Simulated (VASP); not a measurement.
# Hf2C (R-3m) in VASP: a series of runs

The runs below take Hf2C through single point, relaxation of cell and atoms, with PBE.

Program: VASP 6.6.1. These are calculated values, not measurements. Logs are shortened: lines on timing, memory, paths and dates and some standing lists are left out, and cuts for length are marked.

**1. The cell of the first run**

Symmetry: R-3m, No. 166, trigonal system. Conventional cell: a = 3.287 Å, b = 3.287 Å, c = 15.850 Å, α = 90.00°, β = 90.00°, γ = 120.00°. Hf (site symmetry 3m) has 3 C at 2.27 Å within 3.0 Å. C (site symmetry -3m) has 6 Hf at 2.27 Å within 3.0 Å.

**2. Single point, PBE**

Contents of INCAR:

```
PREC = Accurate ; ENCUT = 520
EDIFF = 1E-7 ; ISMEAR = 0
SIGMA = 0.1 ; LREAL = F
LASPH = T ; NELM = 80
ALGO = Normal ; ISIF = 2
LWAVE = F ; LCHARG = T
GGA = PE ; LELF = T
LVHAR = T ; NBANDS = 19
```

Contents of KPOINTS:

```
regular mesh
0
Gamma
  6 6 6
```

Contents of POSCAR:

```
Hf2C
1.0
    1.6433366989      0.9487808855      5.2833498094
   -1.6433366989      0.9487808855      5.2833498094
    0.0000000000     -1.8975617709      5.2833498094
Hf C
2 1
Direct
    0.7457072778      0.7457072778      0.7457072778
    0.2542927222      0.2542927222      0.2542927222
    0.0000000000      0.0000000000      0.0000000000
```

Potentials or basis: VASP PAW PBE potentials, release 64 (Hf_pv, C).

Launch:

```sh
$ cat potpaw_PBE.64/Hf_pv/POTCAR potpaw_PBE.64/C/POTCAR > POTCAR
$ mpirun -np 1 vasp_std > vasp.out
```

OUTCAR:

```text
PREC = Accurate
   ENCUT = 520
   EDIFF = 1E-7
   ISMEAR = 0
   LREAL = F
   LASPH = T
   NELM = 80
   ISIF = 2
   GGA = PE

 ion  position               nearest neighbor table
   1  0.746  0.746  0.746-   3 2.27   3 2.27   3 2.27   2 3.14   2 3.14   2 3.14   2 3.36   2 3.36
                             2 3.36
   2  0.254  0.254  0.254-   3 2.27   3 2.27   3 2.27   1 3.14   1 3.14   1 3.14   1 3.36   1 3.36
                             1 3.36
   3  0.000  0.000  0.000-   1 2.27   2 2.27   1 2.27   1 2.27   2 2.27   2 2.27

  LATTYP: Found a trigonal (rhomboedric) cell.
 ALAT       =     5.6137799995
 COS(alpha) =     0.8286151906

  Lattice vectors:

 A1 = (   1.6433366989,   0.9487808855,   5.2833498094)
 A2 = (  -1.6433366989,   0.9487808855,   5.2833498094)
 A3 = (   0.0000000000,  -1.8975617709,   5.2833498094)

Analysis of symmetry for initial positions (statically):
=====================================================================
 Subroutine PRICEL returns:
 Original cell was already a primitive cell.

 Routine SETGRP: Setting up the symmetry group for a
 trigonal (rhombohedral) supercell.

 Subroutine GETGRP returns: Found 12 space group operations
 (whereof 12 operations were pure point group operations)
 out of a pool of 12 trial point group operations.

The static configuration has the point symmetry D_3d.

Analysis of symmetry for dynamics (positions and initial velocities):
=====================================================================
 Subroutine PRICEL returns:
 Original cell was already a primitive cell.

 Routine SETGRP: Setting up the symmetry group for a
 trigonal (rhombohedral) supercell.

 Subroutine GETGRP returns: Found 12 space group operations
 (whereof 12 operations were pure point group operations)
 out of a pool of 12 trial point group operations.

The dynamic configuration has the point symmetry D_3d.

 Subroutine INISYM returns: Found 12 space group operations
 (whereof 12 operations are pure point group operations),
 and found     1 'primitive' translations

----------------------------------------------------------------------------------------

                                     Primitive cell

  volume of cell :      49.4257

  direct lattice vectors                    reciprocal lattice vectors
     1.643336699  0.948780885  5.283349809     0.304259012  0.175664022  0.063091286
    -1.643336699  0.948780885  5.283349809    -0.304259012  0.175664022  0.063091286
     0.000000000 -1.897561771  5.283349809     0.000000000 -0.351328045  0.063091286

  length of vectors
     5.613780000  5.613780000  5.613780000     0.356948043  0.356948043  0.356948043

  position of ions in fractional coordinates (direct lattice)
     0.745707278  0.745707278  0.745707278
     0.254292722  0.254292722  0.254292722
     0.000000000  0.000000000  0.000000000

  ion indices of the primitive-cell ions
   primitive index   ion index
                 1           1
                 2           2
                 3           3

----------------------------------------------------------------------------------------

 KPOINTS: regular mesh

Automatic generation of k-mesh.
 Grid dimensions read from file:
 generate k-points for:    6    6    6

 Generating k-lattice:

  Cartesian coordinates                     Fractional coordinates (reciprocal lattice)
     0.050709835  0.029277337  0.010515214     0.166666667  0.000000000 -0.000000000
    -0.050709835  0.029277337  0.010515214     0.000000000  0.166666667 -0.000000000
     0.000000000 -0.058554674  0.010515214    -0.000000000 -0.000000000  0.166666667

  Length of vectors
     0.059491340  0.059491340  0.059491340

  Shift w.r.t. Gamma in fractional coordinates (k-lattice)
     0.000000000  0.000000000  0.000000000

 Subroutine IBZKPT returns following result:
 ===========================================

 Found     32 irreducible k-points:

 Following reciprocal coordinates:
            Coordinates               Weight
  0.000000  0.000000  0.000000      1.000000
  0.166667  0.000000 -0.000000      6.000000
  0.333333  0.000000 -0.000000      6.000000
  0.500000  0.000000  0.000000      3.000000
  0.166667  0.166667 -0.000000      6.000000
  0.333333  0.166667  0.000000     12.000000
[... 16 lines left out ...]
  0.500000  0.500000  0.166667      6.000000
 -0.333333  0.500000  0.166667     12.000000
 [... further k-points ...]
   k-points           NKPTS =     32   k-points in BZ     NKDIM =     32   number of bands    NBANDS=     19
   number of dos      NEDOS =    301   number of ions     NIONS =      3
   total plane-waves  NPLWV =  74088
   dimension x,y,z NGX =    42 NGY =   42 NGZ =   42
   dimension x,y,z NGXF=    84 NGYF=   84 NGZF=   84
   ions per type =               2   1
   NGX,Y,Z   is equivalent  to a cutoff of  12.44, 12.44, 12.44 a.u.
   NGXF,Y,Z  is equivalent  to a cutoff of  24.88, 24.88, 24.88 a.u.
 SYSTEM =  unknown system
   PREC   = accura    normal or accurate (medium, high low for compatibility)
   ISTART =      0    job   : 0-new  1-cont  2-samecut
   ICHARG =      2    charge: 1-file 2-atom 10-const
   ISPIN  =      1    spin polarized calculation?
   LNONCOLLINEAR =      F non collinear calculations
   LSORBIT =      F    spin-orbit coupling
   LASPH  =      T    aspherical Exc in radial PAW
   ENCUT  =  520.0 eV  38.22 Ry    6.18 a.u.  10.44 10.44 10.44*2*pi/ulx,y,z
   NELM   =     80;   NELMIN=  2; NELMDL= -5     # of ELM steps
   EDIFF  = 0.1E-06   stopping-criterion for ELM
   LREAL  =      F    real-space projection
   EDIFFG = 0.1E-05   stopping-criterion for IOM
   NSW    =      0    number of steps for IOM
   IBRION =     -1    ionic relax: 0-MD 1-quasi-New 2-CG
   NFREE  =      0    steps in history (QN), initial steepest desc. (CG)
   ISIF   =      2    stress and relaxation
   ISYM   =      2    0-nonsym 1-usesym 2-fastsym
   POTIM  = 0.5000    time-step for ionic-motion
   TEBEG  =    0.0;   TEEND  =   0.0 temperature during run
   PSTRESS=    0.0 pullay stress
   NELECT =      24.0000    total number of electrons
   NUPDOWN=      -1.0000    fix difference up-down
   EMIN   =  10.00;   EMAX   =-10.00  energy-range for DOS
   EFERMI =   0.00;   METHOD = LEGACY
   ISMEAR =     0;   SIGMA  =   0.10  broadening in eV -4-tet -1-fermi 0-gaus
   EFERMI_NEDOS =   21; number of points for ismear=-14 and -15
   IALGO  =     38    algorithm
   IMIX   =      4    mixing-type and parameters
     AMIX     =   0.40;   BMIX     =  1.00
     AMIX_MAG =   1.60;   BMIX_MAG =  1.00
  volume/ion in A,a.u.               =      16.48       111.18
  Fermi-wavevector in a.u.,A,eV,Ry     =   1.286750  2.431605 22.527518  1.655726
  Thomas-Fermi vector in A             =   2.418806
   LORBIT       =      0    0 simple, 1 ext, 2 COOP (PROOUT), +10 PAW based schemes
   GGA     = PE    functional components
   LHFCALC =     F    Hartree Fock is set to
   AEXX    =    0.0000 exact exchange contribution
   IVDW    =     0    specifies the selected vdW correction
   LEPSILON=     F    determine dielectric tensor
   LRPA    =     F    only Hartree local field effects (RPA)
 non-spin polarized calculation
 Gauss-broadening in eV      SIGMA  =   0.10
  energy-cutoff  :      520.00
  volume of cell :       49.43
 maximum number of plane-waves:      1354
 NGX is ok and might be reduce to    42
   NGX = 21   NGY = 21   NGZ = 21

 number of electron      23.9999999 magnetization

 Free energy of the ion-electron system (eV)
  ---------------------------------------------------
  ext. energy  EPLUGINS =         0.00000000
  ---------------------------------------------------
  free energy    TOTEN  =       -31.07124836 eV

  energy without entropy =      -31.05934652  energy(sigma->0) =      -31.06529744

 E-fermi :   5.2784     XC(G=0): -11.5712

 val. band max:        5.2691415772   @ k =   0.5000   0.1667  -0.0000
 cond. band min:       5.3208729380   @ k =   0.5000   0.3333   0.1667
 fundamental gap:      0.0517313608
 Fermi energy:         5.2784056795

 k-point     1 :       0.0000    0.0000    0.0000
  band No.  band energies     occupation
      1     -25.4968      2.00000
      2     -24.8729      2.00000
      3     -24.8729      2.00000
      4     -24.7913      2.00000
      5     -24.7835      2.00000
      6     -24.7835      2.00000
[... 11 lines left out ...]
     18      10.0643      0.00000
     19      10.0643      0.00000

 k-point     2 :       0.1667    0.0000   -0.0000
  band No.  band energies     occupation
      1     -25.4383      2.00000
      2     -24.9947      2.00000
      3     -24.9076      2.00000
      4     -24.9011      2.00000
      5     -24.8155      2.00000
      6     -24.8117      2.00000
[... 11 lines left out ...]
     18      10.2254      0.00000
     19      10.9997      0.00000

 k-point     3 :       0.3333    0.0000   -0.0000
  band No.  band energies     occupation
      1     -25.3228      2.00000
      2     -25.2220      2.00000
      3     -25.1175      2.00000
      4     -24.9568      2.00000
      5     -24.8995      2.00000
      6     -24.8677      2.00000
[... 11 lines left out ...]
     18      10.1349      0.00000
     19      11.8508      0.00000

 k-point     4 :       0.5000    0.0000    0.0000
  band No.  band energies     occupation
      1     -25.3670      2.00000
      2     -25.2990      2.00000
      3     -25.0817      2.00000
      4     -25.0087      2.00000
      5     -24.9843      2.00000
      6     -24.8956      2.00000
[... 407 lines left out ...]
     18      11.4997      0.00000
     19      11.6319      0.00000

 k-point    23 :       0.5000    0.5000    0.1667
  band No.  band energies     occupation
      1     -25.3740      2.00000
      2     -25.3056      2.00000
      3     -24.9920      2.00000
      4     -24.9875      2.00000
      5     -24.8879      2.00000
      6     -24.8316      2.00000
[... 11 lines left out ...]
     18      10.8119      0.00000
     19      11.5296      0.00000

 k-point    24 :      -0.3333    0.5000    0.1667
  band No.  band energies     occupation
      1     -25.3995      2.00000
      2     -25.3354      2.00000
      3     -25.0846      2.00000
      4     -24.9870      2.00000
      5     -24.9281      2.00000
      6     -24.8967      2.00000
[... 11 lines left out ...]
     18      11.0857      0.00000
     19      11.6195      0.00000

 [... further k-points ...]

------------------------ aborting loop because EDIFF is reached ----------------------------------------

  FORCE on cell =-STRESS in cart. coord.  units (eV):
  Direction    XX          YY          ZZ          XY          YZ          ZX
  --------------------------------------------------------------------------------------
  -------------------------------------------------------------------------------------
  Total       -0.1903978     -0.1903978     -0.1664157      0.0000000     -0.0000000      0.0000000
  in kB       -6.1719079     -6.1719079     -5.3945067      0.0000000     -0.0000000      0.0000000
  external PRESSURE =      -5.9127742 kB  Pullay stress =       0.0000000 kB

 VOLUME and BASIS-vectors are now :
 -----------------------------------------------------------------------------
  energy-cutoff  :      520.00
  volume of cell :       49.43
      direct lattice vectors                 reciprocal lattice vectors
     1.643336699  0.948780885  5.283349809     0.304259012  0.175664022  0.063091286
    -1.643336699  0.948780885  5.283349809    -0.304259012  0.175664022  0.063091286
     0.000000000 -1.897561771  5.283349809     0.000000000 -0.351328045  0.063091286

 POSITION                                       TOTAL-FORCE (eV/Angst)
 -----------------------------------------------------------------------------------
      0.00000      0.00000     11.81950         0.000000     -0.000000     -0.060696
      0.00000      0.00000      4.03055         0.000000      0.000000      0.060696
      0.00000      0.00000      0.00000         0.000000      0.000000     -0.000000
 -----------------------------------------------------------------------------------
    total drift:                               -0.000000     -0.000000      0.000000

  FREE ENERGIE OF THE ION-ELECTRON SYSTEM (eV)
  ---------------------------------------------------
  free  energy   TOTEN  =       -31.0712483646 eV

  energy  without entropy=      -31.0593465192  energy(sigma->0) =      -31.06529744
```

Wall time 1.8 min (1 thread of Intel Xeon 8259CL, shared host); peak memory 0.26 GiB.

Results:

```yaml
Free_energy: -31.0712 eV
Pressure: -0.6 GPa
Largest_force: 0.061 eV/Å
Band_gap_on_the_k_mesh: zero (bands 12 and 13 overlap by 1.47 eV)
```

Forces on the atoms (eV/Å):
```
Hf   0.000  0.000 -0.061
Hf   0.000  0.000  0.061
C    0.000  0.000  0.000
```

Levels at points of the mesh, in eV from the Fermi level:
```csv
k point,band 8,band 9,band 10,band 11,band 12,band 13,band 14,band 15,band 16,band 17
"(0.00, 0.00, 0.00)",-5.57,-2.85,-2.77,-2.77,1.04,1.04,1.40,3.42,3.42,4.20
"(0.50, 0.00, 0.00)",-5.05,-3.19,-2.57,-1.70,-1.15,-0.05,2.89,2.98,4.82,5.18
"(0.50, 0.50, 0.00)",-5.64,-2.93,-2.78,-2.05,-1.10,0.91,3.78,3.91,5.31,5.34
"(0.50, 0.50, 0.50)",-6.39,-2.63,-2.63,-1.32,-0.15,1.44,1.44,3.18,3.18,3.36
```

Caveat: the k points lie up to 0.37 Å⁻¹ apart, too coarse for converged energies and pressures of a metal; spin-orbit coupling is left out, which moves the levels of the heavy elements.

**3. Relaxation of cell and atoms, PBE**

This run uses another cell than the first one, of 16.10 Å³/atom.

Contents of INCAR:

```
PREC     = Accurate       # precision mode
ENCUT    = 600            # plane-wave cutoff, eV
EDIFF    = 1E-6           # SCF threshold, eV
ISMEAR   = 0              # smearing method
SIGMA    = 0.1            # smearing width, eV
LREAL    = False          # projectors in reciprocal space
LASPH    = True           # aspherical terms in the spheres
NELM     = 60             # most SCF steps
ALGO     = Normal         # electronic algorithm
ISIF     = 3              # what is computed and relaxed
LWAVE    = False          # write WAVECAR
LCHARG   = False          # write CHGCAR
GGA      = PE             # functional
IBRION   = 2              # ionic algorithm
NSW      = 90             # ionic steps
EDIFFG   = -0.04          # ionic threshold
```

KPOINTS is that of step 2.

Contents of POSCAR:

```
Hf2C
1.0
    1.6651927116      0.9613994603      5.0293079667
   -1.6651927116      0.9613994603      5.0293079667
    0.0000000000     -1.9227989206      5.0293079667
Hf C
2 1
Direct
    0.7500000000      0.7500000000      0.7500000000
    0.2500000000      0.2500000000      0.2500000000
    0.0000000000      0.0000000000      0.0000000000
```

Potentials or basis: VASP PAW PBE potentials, release 64 (Hf_pv, C).

Launch:

```sh
$ cat potpaw_PBE.64/Hf_pv/POTCAR potpaw_PBE.64/C/POTCAR > POTCAR
$ mpirun -np 1 vasp_std > vasp.out
```

Wall time 9 min (1 thread of Intel Xeon 8259CL, shared host); peak memory 0.35 GiB.

Results (log left out):

```yaml
Free_energy: -31.0725 eV
Relaxed_volume: 16.42 Å³/atom
Relaxed_cell: a = 5.608 Å, b = 5.608 Å, c = 5.608 Å, α = 34.04°, β = 34.04°, γ = 34.04°
Space_group_after_relaxing_to_0.1_Å: R-3m (No. 166)
Energy_gained_by_relaxing: 45.3 meV/atom
Ionic_steps: 7
Pressure_after_relaxing: 0.0 GPa
Largest_force_after_relaxing: 0.017 eV/Å
Band_gap_on_the_k_mesh: zero (bands 12 and 13 overlap by 1.47 eV)
```

Forces in eV/Å, atoms in the order of the input:
```
Hf   0.000  0.000 -0.017
Hf   0.000  0.000  0.017
C    0.000  0.000  0.000
```

The path:
```
step  energy change (eV)  largest force (eV/Å)  pressure (GPa)  volume (Å³)
   1              0.0000                1.0608           -0.45        48.31
   2             -0.1178                0.0045            3.97        47.95
   3             -0.1180                0.0561            4.24        47.93
   4             -0.1066                0.3316           -4.94        50.82
   5             -0.1349                0.1091           -0.01        49.17
   6             -0.1349                0.1053            0.06        49.15
   7             -0.1358                0.0175            0.02        49.25
```

Final structure:
```
Hf C
1.0
     1.64128    0.94759    5.27800
    -1.64128    0.94759    5.27800
     0.00000   -1.89518    5.27800
Hf C
2 1
Direct
  0.74569 0.74569 0.74569
  0.25431 0.25431 0.25431
  0.00000 0.00000 0.00000
```

Levels at points of the mesh, in eV from the Fermi level:
```
           k point  band 9  band 10  band 11  band 12  band 13  band 14  band 15  band 16
(0.00, 0.00, 0.00)   -2.84    -2.78    -2.78     1.04     1.04     1.40     3.44     3.44
(0.50, 0.00, 0.00)   -3.20    -2.57    -1.71    -1.15    -0.05     2.91     2.99     4.84
(0.50, 0.50, 0.00)   -2.94    -2.79    -2.06    -1.10     0.92     3.80     3.93     5.34
(0.50, 0.50, 0.50)   -2.64    -2.64    -1.33    -0.15     1.45     1.45     3.19     3.19
```

Caveat: the k points lie up to 0.37 Å⁻¹ apart in the final cell, too coarse for converged energies and pressures of a metal; spin-orbit coupling is left out, which moves the levels of the heavy elements.
